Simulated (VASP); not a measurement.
Input of a VASP 6.6.1 run:

The input INCAR:

```
ALGO     = Normal         # electronic algorithm
EDIFF    = 1E-6           # SCF threshold, eV
ENCUT    = 520            # plane-wave cutoff, eV
GGA      = PS             # functional
ISIF     = 2              # what is computed and relaxed
ISMEAR   = -1             # smearing method
LASPH    = T              # aspherical terms in the spheres
LCHARG   = T              # write CHGCAR
LELF     = T              # ELF
LREAL    = F              # projectors in reciprocal space
LVHAR    = T            
LWAVE    = F              # write WAVECAR
NBANDS   = 15             # bands
NELM     = 60             # most SCF steps
PREC     = Accurate       # precision mode
SIGMA    = 0.02           # smearing width, eV
```

File KPOINTS:

```
k-points
0
Gamma
  7 7 7
```

POSCAR

```
KCl
1.0
    3.6340000000     -0.0181700000     -0.0181700000
   -0.0181700000      3.6340000000     -0.0181700000
   -0.0181700000     -0.0181700000      3.6340000000
K Cl
1 1
Direct
    0.0000000000      0.0000000000      0.0000000000
    0.5000000000      0.5000000000      0.5000000000
```

Potentials or basis: VASP PAW PBE potentials, release 64 (K_sv, Cl).

The run is started by

```sh
$ cat potpaw_PBE.64/K_sv/POTCAR potpaw_PBE.64/Cl/POTCAR > POTCAR
$ mpirun -np 1 vasp_std > vasp.out
```

(1) Predict the band gap on the k mesh.

(2) Estimate the pressure.

## Answers

(1) 5.40 eV, indirect (least direct gap 5.60 eV).

(2) 2.4 GPa.

Caveat: the cell differs from its parent crystal (equal xy, yz and zx shear strains of -1 %); the PAW data sets were made with another functional, which shifts forces and pressure a little.
